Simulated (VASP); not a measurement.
# Al in VASP: a series of runs

Al is run at these levels: PBE; tasks: single point.

Program: VASP 6.6.1. These are calculated values, not measurements. Logs are shortened: lines on timing, memory, paths and dates and some standing lists are left out, and cuts for length are marked.

### Step 1. The cell of the first run

The cell holds a slab with vacuum, 15 atoms: a = 5.725 Å, b = 5.725 Å, c = 23.072 Å, α = 90.00°, β = 90.00°, γ = 90.00°.

### Step 2. Single point, PBE (atoms taken out, then relaxed in part)

The input, INCAR:

```
SYSTEM = Al
  PREC = Accurate
  ENCUT = 520
  EDIFF = 1E-6
  ISMEAR = 0
  SIGMA = 0.1
  LREAL = Auto
  LASPH = .True.
  NELM = 60
  ALGO = Normal
  ISIF = 2
  LWAVE = .False.
  LCHARG = .False.
  LDIPOL = .True.
  IDIPOL = 3
  DIPOL = 0.5 0.5 0.493
  GGA = PE
  NBANDS = 36
```

The input, KPOINTS:

```
regular mesh
0
Gamma
  5 5 1
  0 0 0
```

The input, POSCAR:

```
Al
1.0
    5.7246799400      0.0000000000      0.0000000000
    0.0000000000      5.7246799400      0.0000000000
    0.0000000000      0.0000000000     23.0719398463
Al
15
Direct
    0.2500000000      0.2500000000      0.3684128884
    0.2500000000      0.7500000000      0.3684128884
    0.7500000000      0.2500000000      0.3684128884
    0.7500000000      0.7500000000      0.3684128884
    0.0000000000      0.0000000000      0.4561376329
    0.0000000000      0.5000000000      0.4561376329
    0.5000000000      0.0000000000      0.4561376329
    0.5000000000      0.5000000000      0.4561376329
    0.2467023256      0.2467023256      0.5481616861
    0.2467023256      0.7532976744      0.5481616861
    0.7532976744      0.2467023256      0.5481616861
    0.7532976744      0.7532976744      0.5481616861
    0.0000000000      0.5000000000      0.6317319538
    0.5000000000      0.0000000000      0.6317319538
    0.5000000000      0.5000000000      0.6386538086
```

Potentials or basis: VASP PAW PBE potentials, release 64 (Al).

The run is started by

```sh
$ cat potpaw_PBE.64/Al/POTCAR > POTCAR
$ mpirun -np 1 vasp_std > vasp.out
```

OUTCAR:

```text
SYSTEM = Al
   PREC = Accurate
   ENCUT = 520
   EDIFF = 1E-6
   ISMEAR = 0
   LREAL = Auto
   LASPH = .True.
   NELM = 60
   ISIF = 2
   GGA = PE

 ion  position               nearest neighbor table
   1  0.250  0.250  0.368-   2 2.86   3 2.86   2 2.86   3 2.86   7 2.86   8 2.86   5 2.86   6 2.86

   2  0.250  0.750  0.368-   1 2.86   4 2.86   1 2.86   4 2.86   7 2.86   8 2.86   5 2.86   6 2.86

   3  0.750  0.250  0.368-   1 2.86   4 2.86   4 2.86   1 2.86   7 2.86   8 2.86   5 2.86   6 2.86
[... 4 lines left out ...]
                            11 2.91  12 2.91   9 2.91  10 2.91
   6  0.000  0.500  0.456-   5 2.86   8 2.86   5 2.86   8 2.86   1 2.86   2 2.86   3 2.86   4 2.86
                            11 2.93  12 2.93   9 2.93  10 2.93
   7  0.500  0.000  0.456-   5 2.86   8 2.86   8 2.86   5 2.86   1 2.86   2 2.86   3 2.86   4 2.86
                            11 2.93  12 2.93   9 2.93  10 2.93
   8  0.500  0.500  0.456-   6 2.86   7 2.86   7 2.86   6 2.86   1 2.86   2 2.86   3 2.86   4 2.86
                            11 2.95  12 2.95   9 2.95  10 2.95
   9  0.247  0.247  0.548-  13 2.80  14 2.80  10 2.82  11 2.82  11 2.90  10 2.90   5 2.91  15 2.93
                             7 2.93   6 2.93   8 2.95
  10  0.247  0.753  0.548-  13 2.80  14 2.80   9 2.82  12 2.82  12 2.90   9 2.90   5 2.91  15 2.93
                             6 2.93   7 2.93   8 2.95
  11  0.753  0.247  0.548-  13 2.80  14 2.80   9 2.82  12 2.82  12 2.90   9 2.90   5 2.91  15 2.93
                             6 2.93   7 2.93   8 2.95
  12  0.753  0.753  0.548-  13 2.80  14 2.80  10 2.82  11 2.82  11 2.90  10 2.90   5 2.91  15 2.93
                             7 2.93   6 2.93   8 2.95
  13  0.000  0.500  0.632-   9 2.80  10 2.80  11 2.80  12 2.80  15 2.87  15 2.87
  14  0.500  0.000  0.632-   9 2.80  10 2.80  11 2.80  12 2.80  15 2.87  15 2.87
  15  0.500  0.500  0.639-  13 2.87  14 2.87  14 2.87  13 2.87   9 2.93  10 2.93  11 2.93  12 2.93

  LATTYP: Found a simple tetragonal cell.
 ALAT       =     5.7246799400
 C/A-ratio  =     4.0302584753

  Lattice vectors:

 A1 = (   5.7246799400,   0.0000000000,   0.0000000000)
 A2 = (   0.0000000000,   5.7246799400,   0.0000000000)
 A3 = (   0.0000000000,   0.0000000000,  23.0719398463)

Analysis of symmetry for initial positions (statically):
=====================================================================
 Subroutine PRICEL returns:
 Original cell was already a primitive cell.

 Routine SETGRP: Setting up the symmetry group for a
 simple tetragonal supercell.

 Subroutine GETGRP returns: Found  8 space group operations
 (whereof  8 operations were pure point group operations)
 out of a pool of 16 trial point group operations.

The static configuration has the point symmetry C_4v.

Analysis of symmetry for dynamics (positions and initial velocities):
=====================================================================
 Subroutine PRICEL returns:
 Original cell was already a primitive cell.

 Routine SETGRP: Setting up the symmetry group for a
 simple tetragonal supercell.

 Subroutine GETGRP returns: Found  8 space group operations
 (whereof  8 operations were pure point group operations)
 out of a pool of 16 trial point group operations.

The dynamic configuration has the point symmetry C_4v.

 Subroutine INISYM returns: Found  8 space group operations
 (whereof  8 operations are pure point group operations),
 and found     1 'primitive' translations

----------------------------------------------------------------------------------------

                                     Primitive cell

  volume of cell :     756.1127

  direct lattice vectors                    reciprocal lattice vectors
     5.724679940  0.000000000  0.000000000     0.174682255  0.000000000  0.000000000
     0.000000000  5.724679940  0.000000000     0.000000000  0.174682255  0.000000000
     0.000000000  0.000000000 23.071939846     0.000000000  0.000000000  0.043342693

  length of vectors
     5.724679940  5.724679940 23.071939846     0.174682255  0.174682255  0.043342693

  position of ions in fractional coordinates (direct lattice)
     0.250000000  0.250000000  0.368412888
     0.250000000  0.750000000  0.368412888
     0.750000000  0.250000000  0.368412888
     0.750000000  0.750000000  0.368412888
[... 50 lines left out ...]

 Subroutine IBZKPT returns following result:
 ===========================================

 Found      6 irreducible k-points:

 Following reciprocal coordinates:
            Coordinates               Weight
  0.000000  0.000000  0.000000      1.000000
  0.200000  0.000000  0.000000      4.000000
  0.400000  0.000000  0.000000      4.000000
  0.200000  0.200000  0.000000      4.000000
  0.400000  0.200000  0.000000      8.000000
  0.400000  0.400000  0.000000      4.000000
   k-points           NKPTS =      6   k-points in BZ     NKDIM =      6   number of bands    NBANDS=     36
   number of dos      NEDOS =    301   number of ions     NIONS =     15
   total plane-waves  NPLWV = 414720
   dimension x,y,z NGX =    48 NGY =   48 NGZ =  180
   dimension x,y,z NGXF=    96 NGYF=   96 NGZF=  360
   ions per type =              15
   NGX,Y,Z   is equivalent  to a cutoff of  13.94, 13.94, 12.97 a.u.
   NGXF,Y,Z  is equivalent  to a cutoff of  27.88, 27.88, 25.94 a.u.
 SYSTEM =  Al
   PREC   = accura    normal or accurate (medium, high low for compatibility)
   ISTART =      0    job   : 0-new  1-cont  2-samecut
   ICHARG =      2    charge: 1-file 2-atom 10-const
   ISPIN  =      1    spin polarized calculation?
   LNONCOLLINEAR =      F non collinear calculations
   LSORBIT =      F    spin-orbit coupling
   LASPH  =      T    aspherical Exc in radial PAW
   ENCUT  =  520.0 eV  38.22 Ry    6.18 a.u.  10.64 10.64 42.90*2*pi/ulx,y,z
   NELM   =     60;   NELMIN=  2; NELMDL= -5     # of ELM steps
   EDIFF  = 0.1E-05   stopping-criterion for ELM
   LREAL  =      T    real-space projection
   EDIFFG = 0.1E-04   stopping-criterion for IOM
   NSW    =      0    number of steps for IOM
   IBRION =     -1    ionic relax: 0-MD 1-quasi-New 2-CG
   NFREE  =      0    steps in history (QN), initial steepest desc. (CG)
   ISIF   =      2    stress and relaxation
   ISYM   =      2    0-nonsym 1-usesym 2-fastsym
   POTIM  = 0.5000    time-step for ionic-motion
   TEBEG  =    0.0;   TEEND  =   0.0 temperature during run
   PSTRESS=    0.0 pullay stress
   NELECT =      45.0000    total number of electrons
   NUPDOWN=      -1.0000    fix difference up-down
   EMIN   =  10.00;   EMAX   =-10.00  energy-range for DOS
   EFERMI =   0.00;   METHOD = LEGACY
   ISMEAR =     0;   SIGMA  =   0.10  broadening in eV -4-tet -1-fermi 0-gaus
   EFERMI_NEDOS =   21; number of points for ismear=-14 and -15
   IALGO  =     38    algorithm
   IMIX   =      4    mixing-type and parameters
     AMIX     =   0.40;   BMIX     =  1.00
     AMIX_MAG =   1.60;   BMIX_MAG =  1.00
  volume/ion in A,a.u.               =      50.41       340.17
  Fermi-wavevector in a.u.,A,eV,Ry     =   0.639171  1.207857  5.558512  0.408539
  Thomas-Fermi vector in A             =   1.704756
   LORBIT       =      0    0 simple, 1 ext, 2 COOP (PROOUT), +10 PAW based schemes
   GGA     = PE    functional components
   LHFCALC =     F    Hartree Fock is set to
   AEXX    =    0.0000 exact exchange contribution
   IVDW    =     0    specifies the selected vdW correction
   LEPSILON=     F    determine dielectric tensor
   LRPA    =     F    only Hartree local field effects (RPA)
 non-spin polarized calculation
 Gauss-broadening in eV      SIGMA  =   0.10
  energy-cutoff  :      520.00
  volume of cell :      756.11
 maximum number of plane-waves:     20400
 NGX is ok and might be reduce to    48
   NGX = 21   NGY = 21   NGZ = 85

 dipolmoment           0.000000      0.000000      0.169762 electrons x Angstroem

 number of electron      45.0000000 magnetization

 dipolmoment           0.000000      0.000000     -0.003198 electrons x Angstroem

 Free energy of the ion-electron system (eV)
  ---------------------------------------------------
  ext. energy  EPLUGINS =         0.00000000
  ---------------------------------------------------
  free energy    TOTEN  =       -51.80885684 eV

  energy without entropy =      -51.75719967  energy(sigma->0) =      -51.78302825

 E-fermi :  -0.2446     XC(G=0):  -4.2946

 val. band max:       -0.2634677866   @ k =   0.4000   0.2000   0.0000
 cond. band min:      -0.1814366732   @ k =   0.4000   0.0000   0.0000
 fundamental gap:      0.0820311134
 Fermi energy:        -0.2446169245

 k-point     1 :       0.0000    0.0000    0.0000
  band No.  band energies     occupation
      1     -10.6231      2.00000
      2      -9.1523      2.00000
      3      -7.0101      2.00000
      4      -6.3058      2.00000
      5      -6.2114      2.00000
      6      -6.2114      2.00000
[... 211 lines left out ...]
     33       2.2127      0.00000
     34       2.3482      0.00000
 [bands above 34 left out]

------------------------ aborting loop because EDIFF is reached ----------------------------------------

 vacuum level on the upper side and lower side of the slab       (xc-potential included)        -0.154        -0.123

  FORCE on cell =-STRESS in cart. coord.  units (eV):
  Direction    XX          YY          ZZ          XY          YZ          ZX
  --------------------------------------------------------------------------------------
  -------------------------------------------------------------------------------------
  Total       -8.9775425     -8.9775425      1.2746493      0.0000000      0.0000000      0.0000000
  in kB      -19.0231100    -19.0231100      2.7009389      0.0000000      0.0000000      0.0000000
  external PRESSURE =     -11.7817604 kB  Pullay stress =       0.0000000 kB

 VOLUME and BASIS-vectors are now :
 -----------------------------------------------------------------------------
  energy-cutoff  :      520.00
  volume of cell :      756.11
      direct lattice vectors                 reciprocal lattice vectors
     5.724679940  0.000000000  0.000000000     0.174682255  0.000000000  0.000000000
     0.000000000  5.724679940  0.000000000     0.000000000  0.174682255  0.000000000
     0.000000000  0.000000000 23.071939846     0.000000000  0.000000000  0.043342693

 POSITION                                       TOTAL-FORCE (eV/Angst)
 -----------------------------------------------------------------------------------
      1.43117      1.43117      8.50000         0.084794      0.084794     -0.158161
      1.43117      4.29351      8.50000         0.084794     -0.084794     -0.158161
      4.29351      1.43117      8.50000        -0.084794      0.084794     -0.158161
      4.29351      4.29351      8.50000        -0.084794     -0.084794     -0.158161
      0.00000      0.00000     10.52398        -0.000000      0.000000      0.215145
      0.00000      2.86234     10.52398        -0.000000      0.000000      0.124957
      2.86234      0.00000     10.52398        -0.000000      0.000000      0.124957
      2.86234      2.86234     10.52398        -0.000000      0.000000      0.184334
      1.41229      1.41229     12.64715         0.005151      0.005151      0.000322
      1.41229      4.31239     12.64715         0.005151     -0.005151      0.000322
      4.31239      1.41229     12.64715        -0.005151      0.005151      0.000322
      4.31239      4.31239     12.64715        -0.005151     -0.005151      0.000322
      0.00000      2.86234     14.57528        -0.000000      0.000000     -0.009188
      2.86234      0.00000     14.57528        -0.000000      0.000000     -0.009188
      2.86234      2.86234     14.73498        -0.000000      0.000000      0.000339
 -----------------------------------------------------------------------------------
    total drift:                               -0.000000     -0.000000     -0.007051

  FREE ENERGIE OF THE ION-ELECTRON SYSTEM (eV)
  ---------------------------------------------------
  free  energy   TOTEN  =       -51.8088568402 eV

  energy  without entropy=      -51.7571996676  energy(sigma->0) =      -51.78302825

 vacuum level on the upper side and lower side of the slab         4.009         4.038
```

It took 7.7 min on 1 thread of Intel Xeon Platinum 8259CL at 2.50GHz (Skylake/Cascade Lake), shared host; peak memory 0.76 GiB.

What came out:

```
Free energy            : -51.8089 eV
Largest force          : 0.215 eV/Å
Band gap on the k mesh : zero (an odd number of electrons rules out a gap without spin polarisation)
```

Forces on the atoms (eV/Å):
```
Al   0.085  0.085 -0.158
Al   0.085 -0.085 -0.158
Al  -0.085  0.085 -0.158
Al  -0.085 -0.085 -0.158
Al   0.000  0.000  0.215
Al   0.000  0.000  0.125
Al   0.000  0.000  0.125
Al   0.000  0.000  0.184
Al   0.005  0.005  0.000
Al   0.005 -0.005  0.000
Al  -0.005  0.005  0.000
Al  -0.005 -0.005  0.000
Al   0.000  0.000 -0.009
Al   0.000  0.000 -0.009
Al   0.000  0.000  0.000
```

Caveat: the cell differs from its parent crystal (atoms taken out, then relaxed in part).

### Step 3. Single point, PBE (atoms taken out)

The input, INCAR:

```
  PREC = Accurate
  ENCUT = 520
  EDIFF = 1E-7
  ISMEAR = 0
  SIGMA = 0.1
  LREAL = Auto
  LASPH = True
  NELM = 60
  ALGO = Normal
  ISIF = 2
  LWAVE = False
  LCHARG = False
  LDIPOL = True
  IDIPOL = 3
  DIPOL = 0.5 0.5 0.493
  GGA = PE
  NBANDS = 36
```

The input, KPOINTS:

```
Automatic mesh
0
Gamma
  10 10 1
```

POSCAR is that of step 2.

Potentials or basis: VASP PAW PBE potentials, release 64 (Al).

The run is started by

```sh
$ cat potpaw_PBE.64/Al/POTCAR > POTCAR
$ mpirun -np 1 vasp_std > vasp.out
```

Wall time 29 min (1 thread of Intel Xeon Platinum 8259CL at 2.50GHz (Skylake/Cascade Lake), shared host); peak memory 0.93 GiB.

The run converged. Its results:

| Item | Value |
| --- | --- |
| Free energy | -51.8418 eV |
| Largest force | 0.327 eV/Å |
| Band gap on the k mesh | zero (an odd number of electrons rules out a gap without spin polarisation) |

Forces in eV/Å, atoms in the order of the input:
```
Al  -0.006 -0.006 -0.029
Al  -0.006  0.006 -0.029
Al   0.006 -0.006 -0.029
Al   0.006  0.006 -0.029
Al   0.000  0.000  0.199
Al   0.000  0.000  0.174
Al   0.000  0.000  0.174
Al   0.000  0.000  0.327
Al   0.011  0.011 -0.174
Al   0.011 -0.011 -0.174
Al  -0.011  0.011 -0.174
Al  -0.011 -0.011 -0.174
Al   0.000  0.000 -0.019
Al   0.000  0.000 -0.019
Al   0.000  0.000 -0.023
```

Levels at points of the mesh, in eV from the Fermi level:
| k point | band 21 | band 22 | band 23 | band 24 | band 25 | band 26 |
| --- | --- | --- | --- | --- | --- | --- |
| (0.00, 0.00, 0.00) | -0.72 | -0.72 | -0.53 | 0.15 | 0.29 | 0.29 |
| (0.50, 0.00, 0.00) | -0.70 | -0.49 | -0.46 | -0.04 | 0.99 | 0.99 |
| (0.50, 0.50, 0.00) | 0.14 | 0.32 | 0.32 | 0.89 | 1.19 | 1.23 |

Caveat: the cell differs from its parent crystal (atoms taken out).
